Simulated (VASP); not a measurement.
# GaSb (I-4m2) in VASP: single point with PBEsol

Aim: the single point of GaSb with PBEsol.

Everything below comes from runs of VASP 6.6.1. Logs are shortened: lines on timing, memory, paths and dates and some standing lists are left out, and cuts for length are marked.

## (1) The cell of the first run

Symmetry: I-4m2, No. 119, tetragonal system. Conventional cell: a = 5.507 Å, b = 5.507 Å, c = 3.181 Å, α = 90.00°, β = 90.00°, γ = 90.00°. Ga (site symmetry -4m2) has 8 Sb at 2.87 to 3.64 Å and 2 Ga at 3.18 Å within 3.8 Å. Sb (site symmetry -4m2) has 8 Ga at 2.87 to 3.64 Å and 2 Sb at 3.18 Å within 3.8 Å.

## (2) Single point, PBEsol

INCAR

```
SYSTEM = GaSb
ALGO = Normal
EDIFF = 1E-6
ENCUT = 500
GGA = PS
GGA_COMPAT = .FALSE.
ISIF = 2
ISMEAR = -1
LASPH = .TRUE.
LCHARG = .FALSE.
LREAL = .FALSE.
LWAVE = .FALSE.
NBANDS = 16
NELM = 120
PREC = Accurate
SIGMA = 0.1
```

KPOINTS

```
k-points
0
G
  4 4 4
  0 0 0
```

POSCAR

```
GaSb
1.0
   -2.7534340000      2.7534340000      1.5907070000
    2.7534340000     -2.7534340000      1.5907070000
    2.7534340000      2.7534340000     -1.5907070000
Ga Sb
1 1
Direct
    0.2500000000      0.7500000000      0.5000000000
    0.0000000000      0.0000000000      0.0000000000
```

Potentials or basis: VASP PAW PBE potentials, release 64 (Ga_d, Sb).

Run with:

```sh
$ cat potpaw_PBE.64/Ga_d/POTCAR potpaw_PBE.64/Sb/POTCAR > POTCAR
$ mpirun -np 1 vasp_std > vasp.out
```

OUTCAR:

```text
SYSTEM = GaSb
   EDIFF = 1E-6
   ENCUT = 500
   GGA = PS
   ISIF = 2
   ISMEAR = -1
   LASPH = .TRUE.
   LREAL = .FALSE.
   NELM = 120
   PREC = Accurate

 ion  position               nearest neighbor table
   1  0.250  0.750  0.500-   2 2.87   2 2.87   2 2.87   2 2.87
   2  0.000  0.000  0.000-   1 2.87   1 2.87   1 2.87   1 2.87

  LATTYP: Found a body centered tetragonal cell.
 ALAT       =     5.5068680000
 C/A-ratio  =     0.5777174975

  Lattice vectors:

 A1 = (  -2.7534340000,   2.7534340000,   1.5907070000)
 A2 = (   2.7534340000,  -2.7534340000,   1.5907070000)
 A3 = (   2.7534340000,   2.7534340000,  -1.5907070000)

Analysis of symmetry for initial positions (statically):
=====================================================================
 Subroutine PRICEL returns:
 Original cell was already a primitive cell.

 Routine SETGRP: Setting up the symmetry group for a
 body centered tetragonal supercell.

 Subroutine GETGRP returns: Found  8 space group operations
 (whereof  8 operations were pure point group operations)
 out of a pool of 16 trial point group operations.

The static configuration has the point symmetry D_2d.

Analysis of symmetry for dynamics (positions and initial velocities):
=====================================================================
 Subroutine PRICEL returns:
 Original cell was already a primitive cell.

 Routine SETGRP: Setting up the symmetry group for a
 body centered tetragonal supercell.

 Subroutine GETGRP returns: Found  8 space group operations
 (whereof  8 operations were pure point group operations)
 out of a pool of 16 trial point group operations.

The dynamic configuration has the point symmetry D_2d.

 Subroutine INISYM returns: Found  8 space group operations
 (whereof  8 operations are pure point group operations),
 and found     1 'primitive' translations

----------------------------------------------------------------------------------------

                                     Primitive cell

  volume of cell :      48.2391

  direct lattice vectors                    reciprocal lattice vectors
    -2.753434000  2.753434000  1.590707000     0.000000000  0.181591424  0.314325643
     2.753434000 -2.753434000  1.590707000     0.181591424  0.000000000  0.314325643
     2.753434000  2.753434000 -1.590707000     0.181591424  0.181591424  0.000000000

  length of vectors
     4.206322187  4.206322187  4.206322187     0.363009717  0.363009717  0.256809054

  position of ions in fractional coordinates (direct lattice)
     0.250000000  0.750000000  0.500000000
     0.000000000  0.000000000  0.000000000

  ion indices of the primitive-cell ions
   primitive index   ion index
                 1           1
                 2           2

----------------------------------------------------------------------------------------

 KPOINTS: k-points

Automatic generation of k-mesh.
 Grid dimensions read from file:
 generate k-points for:    4    4    4

 Generating k-lattice:

  Cartesian coordinates                     Fractional coordinates (reciprocal lattice)
     0.000000000  0.045397856  0.078581411     0.250000000 -0.000000000  0.000000000
     0.045397856  0.000000000  0.078581411    -0.000000000  0.250000000  0.000000000
     0.045397856  0.045397856  0.000000000     0.000000000  0.000000000  0.250000000

  Length of vectors
     0.090752429  0.090752429  0.064202264

  Shift w.r.t. Gamma in fractional coordinates (k-lattice)
     0.000000000  0.000000000  0.000000000

 Subroutine IBZKPT returns following result:
 ===========================================

 Found     13 irreducible k-points:

 Following reciprocal coordinates:
            Coordinates               Weight
  0.000000  0.000000  0.000000      1.000000
  0.250000 -0.000000  0.000000      8.000000
  0.500000 -0.000000  0.000000      4.000000
  0.250000  0.250000  0.000000      8.000000
  0.500000  0.250000  0.000000     16.000000
 -0.250000  0.250000  0.000000      4.000000
  0.500000  0.500000  0.000000      2.000000
  0.250000  0.250000  0.250000      2.000000
 -0.250000  0.250000  0.250000      4.000000
  0.500000  0.500000  0.250000      4.000000
 -0.250000  0.500000  0.250000      8.000000
 -0.250000 -0.250000  0.250000      2.000000
  0.500000  0.500000  0.500000      1.000000
   k-points           NKPTS =     13   k-points in BZ     NKDIM =     13   number of bands    NBANDS=     16
   number of dos      NEDOS =    301   number of ions     NIONS =      2
   total plane-waves  NPLWV =  32768
   dimension x,y,z NGX =    32 NGY =   32 NGZ =   32
   dimension x,y,z NGXF=    64 NGYF=   64 NGZF=   64
   ions per type =               1   1
   NGX,Y,Z   is equivalent  to a cutoff of  12.65, 12.65, 12.65 a.u.
   NGXF,Y,Z  is equivalent  to a cutoff of  25.29, 25.29, 25.29 a.u.
 SYSTEM =  GaSb
   PREC   = accura    normal or accurate (medium, high low for compatibility)
   ISTART =      0    job   : 0-new  1-cont  2-samecut
   ICHARG =      2    charge: 1-file 2-atom 10-const
   ISPIN  =      1    spin polarized calculation?
   LNONCOLLINEAR =      F non collinear calculations
   LSORBIT =      F    spin-orbit coupling
   LASPH  =      T    aspherical Exc in radial PAW
   ENCUT  =  500.0 eV  36.75 Ry    6.06 a.u.   7.67  7.67  7.67*2*pi/ulx,y,z
   NELM   =    120;   NELMIN=  2; NELMDL= -5     # of ELM steps
   EDIFF  = 0.1E-05   stopping-criterion for ELM
   LREAL  =      F    real-space projection
   EDIFFG = 0.1E-04   stopping-criterion for IOM
   NSW    =      0    number of steps for IOM
   IBRION =     -1    ionic relax: 0-MD 1-quasi-New 2-CG
   NFREE  =      0    steps in history (QN), initial steepest desc. (CG)
   ISIF   =      2    stress and relaxation
   ISYM   =      2    0-nonsym 1-usesym 2-fastsym
   POTIM  = 0.5000    time-step for ionic-motion
   TEBEG  =    0.0;   TEEND  =   0.0 temperature during run
   PSTRESS=    0.0 pullay stress
   NELECT =      18.0000    total number of electrons
   NUPDOWN=      -1.0000    fix difference up-down
   EMIN   =  10.00;   EMAX   =-10.00  energy-range for DOS
   EFERMI =   0.00;   METHOD = LEGACY
   ISMEAR =    -1;   SIGMA  =   0.10  broadening in eV -4-tet -1-fermi 0-gaus
   EFERMI_NEDOS =   21; number of points for ismear=-14 and -15
   IALGO  =     38    algorithm
   IMIX   =      4    mixing-type and parameters
     AMIX     =   0.40;   BMIX     =  1.00
     AMIX_MAG =   1.60;   BMIX_MAG =  1.00
  volume/ion in A,a.u.               =      24.12       162.77
  Fermi-wavevector in a.u.,A,eV,Ry     =   1.178598  2.227228 18.899772  1.389094
  Thomas-Fermi vector in A             =   2.314924
   LORBIT       =      0    0 simple, 1 ext, 2 COOP (PROOUT), +10 PAW based schemes
   GGA     = PS    functional components
   LHFCALC =     F    Hartree Fock is set to
   AEXX    =    0.0000 exact exchange contribution
   IVDW    =     0    specifies the selected vdW correction
   LEPSILON=     F    determine dielectric tensor
   LRPA    =     F    only Hartree local field effects (RPA)
 non-spin polarized calculation
  energy-cutoff  :      500.00
  volume of cell :       48.24
 maximum number of plane-waves:      1253
 NGX is ok and might be reduce to    32
   NGX = 15   NGY = 15   NGZ = 15

 number of electron      17.9999994 magnetization

 Free energy of the ion-electron system (eV)
  ---------------------------------------------------
  ext. energy  EPLUGINS =         0.00000000
  ---------------------------------------------------
  free energy    TOTEN  =        -7.88482835 eV

  energy without entropy =       -7.85628990  energy(sigma->0) =       -7.87055913

 E-fermi :   6.3879     XC(G=0): -10.3673

 val. band max:        6.3538517680   @ k =   0.2500  -0.0000   0.0000
 cond. band min:       6.4307970118   @ k =   0.5000   0.5000   0.0000
 fundamental gap:      0.0769452438
 Fermi energy:         6.3879381059

 k-point     1 :       0.0000    0.0000    0.0000
  band No.  band energies     occupation
      1      -8.6125      2.00000
      2      -8.5349      2.00000
      3      -8.5279      2.00000
      4      -8.5030      2.00000
      5      -8.5030      2.00000
      6      -5.5261      2.00000
[... 8 lines left out ...]
     15      16.3558      0.00000
     16      17.0970      0.00000

 k-point     2 :       0.2500   -0.0000    0.0000
  band No.  band energies     occupation
      1      -8.5518      2.00000
      2      -8.5405      2.00000
      3      -8.5330      2.00000
      4      -8.5272      2.00000
      5      -8.5145      2.00000
      6      -4.3486      2.00000
[... 8 lines left out ...]
     15      14.0036      0.00000
     16      16.2521      0.00000

 k-point     3 :       0.5000   -0.0000    0.0000
  band No.  band energies     occupation
      1      -8.5688      2.00000
      2      -8.5606      2.00000
      3      -8.5426      2.00000
      4      -8.5033      2.00000
      5      -8.4776      2.00000
      6      -1.8965      2.00000
[... 8 lines left out ...]
     15      16.7974      0.00000
     16      17.2958      0.00000

 k-point     4 :       0.2500    0.2500    0.0000
  band No.  band energies     occupation
      1      -8.5658      2.00000
      2      -8.5591      2.00000
      3      -8.5448      2.00000
      4      -8.5047      2.00000
      5      -8.4785      2.00000
      6      -1.9481      2.00000
[... 8 lines left out ...]
     15      15.6322      0.00000
     16      16.3379      0.00000

 k-point     5 :       0.5000    0.2500    0.0000
  band No.  band energies     occupation
      1      -8.5559      2.00000
      2      -8.5424      2.00000
      3      -8.5331      2.00000
      4      -8.5256      2.00000
      5      -8.5084      2.00000
      6      -3.3969      2.00000
[... 8 lines left out ...]
     15      16.2535      0.00000
     16      17.1055      0.00000

 k-point     6 :      -0.2500    0.2500    0.0000
  band No.  band energies     occupation
      1      -8.6081      2.00000
      2      -8.5446      2.00000
      3      -8.5218      2.00000
      4      -8.5041      2.00000
      5      -8.4985      2.00000
      6      -4.9884      2.00000
[... 8 lines left out ...]
     15      15.3845      0.00000
     16      16.2678      0.00000

 k-point     7 :       0.5000    0.5000    0.0000
  band No.  band energies     occupation
      1      -8.6042      2.00000
      2      -8.5539      2.00000
      3      -8.5158      2.00000
      4      -8.5052      2.00000
      5      -8.4944      2.00000
      6      -4.0212      2.00000
[... 8 lines left out ...]
     15      15.7048      0.00000
     16      18.3566      0.00000

 k-point     8 :       0.2500    0.2500    0.2500
  band No.  band energies     occupation
      1      -8.5669      2.00000
      2      -8.5547      2.00000
      3      -8.5431      2.00000
      4      -8.5068      2.00000
      5      -8.4770      2.00000
      6      -1.5955      2.00000
[... 8 lines left out ...]
     15      13.8273      0.00000
     16      14.4574      0.00000

 k-point     9 :      -0.2500    0.2500    0.2500
  band No.  band energies     occupation
      1      -8.6069      2.00000
      2      -8.5648      2.00000
      3      -8.5141      2.00000
      4      -8.4997      2.00000
      5      -8.4993      2.00000
      6      -4.4520      2.00000
[... 8 lines left out ...]
     15      16.6442      0.00000
     16      17.1920      0.00000

 k-point    10 :       0.5000    0.5000    0.2500
  band No.  band energies     occupation
      1      -8.6050      2.00000
      2      -8.5844      2.00000
      3      -8.5064      2.00000
      4      -8.5006      2.00000
      5      -8.4955      2.00000
      6      -3.5373      2.00000
[... 8 lines left out ...]
     15      17.2616      0.00000
     16      18.7889      0.00000

 k-point    11 :      -0.2500    0.5000    0.2500
  band No.  band energies     occupation
      1      -8.5804      2.00000
      2      -8.5424      2.00000
      3      -8.5295      2.00000
      4      -8.5260      2.00000
      5      -8.5002      2.00000
      6      -2.5864      2.00000
[... 8 lines left out ...]
     15      17.7850      0.00000
     16      18.7225      0.00000

 k-point    12 :      -0.2500   -0.2500    0.2500
  band No.  band energies     occupation
      1      -8.5581      2.00000
      2      -8.5581      2.00000
      3      -8.5542      2.00000
      4      -8.5052      2.00000
      5      -8.4821      2.00000
      6      -2.2583      2.00000
[... 8 lines left out ...]
     15      18.2485      0.00000
     16      18.2485      0.00000

 k-point    13 :       0.5000    0.5000    0.5000
  band No.  band energies     occupation
      1      -8.6122      2.00000
      2      -8.6059      2.00000
      3      -8.4969      2.00000
      4      -8.4967      2.00000
      5      -8.4967      2.00000
      6      -2.8519      2.00000
[... 8 lines left out ...]
     15      19.8705      0.00000
     16      20.0319      0.00000

------------------------ aborting loop because EDIFF is reached ----------------------------------------

  FORCE on cell =-STRESS in cart. coord.  units (eV):
  Direction    XX          YY          ZZ          XY          YZ          ZX
  --------------------------------------------------------------------------------------
  -------------------------------------------------------------------------------------
  Total       -1.8378238     -1.8378238      0.2376896      0.0000000      0.0000000      0.0000000
  in kB      -61.0400566    -61.0400566      7.8944383      0.0000000      0.0000000      0.0000000
  external PRESSURE =     -38.0618916 kB  Pullay stress =       0.0000000 kB

 VOLUME and BASIS-vectors are now :
 -----------------------------------------------------------------------------
  energy-cutoff  :      500.00
  volume of cell :       48.24
      direct lattice vectors                 reciprocal lattice vectors
    -2.753434000  2.753434000  1.590707000     0.000000000  0.181591424  0.314325643
     2.753434000 -2.753434000  1.590707000     0.181591424  0.000000000  0.314325643
     2.753434000  2.753434000 -1.590707000     0.181591424  0.181591424  0.000000000

 POSITION                                       TOTAL-FORCE (eV/Angst)
 -----------------------------------------------------------------------------------
      2.75343      0.00000      0.79535        -0.000000      0.000000     -0.000000
      0.00000      0.00000      0.00000         0.000000     -0.000000      0.000000
 -----------------------------------------------------------------------------------
    total drift:                                0.000000     -0.000000      0.000000

  FREE ENERGIE OF THE ION-ELECTRON SYSTEM (eV)
  ---------------------------------------------------
  free  energy   TOTEN  =        -7.8848283538 eV

  energy  without entropy=       -7.8562899050  energy(sigma->0) =       -7.87055913
```

It took 22 s on 1 thread of AMD EPYC 7R13, shared host; peak memory 0.14 GiB.

Results:

| Item | Value |
| --- | --- |
| Free energy | -7.8848 eV |
| Pressure | -3.8 GPa |
| Band gap on the k mesh | zero (band 9 reaches 8.15 eV, above the bottom of band 10 at 4.67 eV) |

Levels at points of the mesh, in eV from the Fermi level:
```tsv
k point	band 7	band 8	band 9	band 10	band 11	band 12
(0.00, 0.00, 0.00)	-2.95	-1.85	-1.85	3.40	5.10	7.08
(0.50, 0.00, 0.00)	-5.59	-2.39	-1.49	-1.16	2.40	3.25
(0.50, 0.50, 0.00)	-8.06	0.04	1.76	2.13	2.34	4.62
(0.50, 0.50, 0.50)	-5.98	-4.96	-4.96	3.49	4.92	10.35
```

Caveat: the k points lie up to 0.57 Å⁻¹ apart; the PAW data sets were made with another functional, which shifts forces and pressure a little; spin-orbit coupling is left out, which moves the levels of the heavy elements.
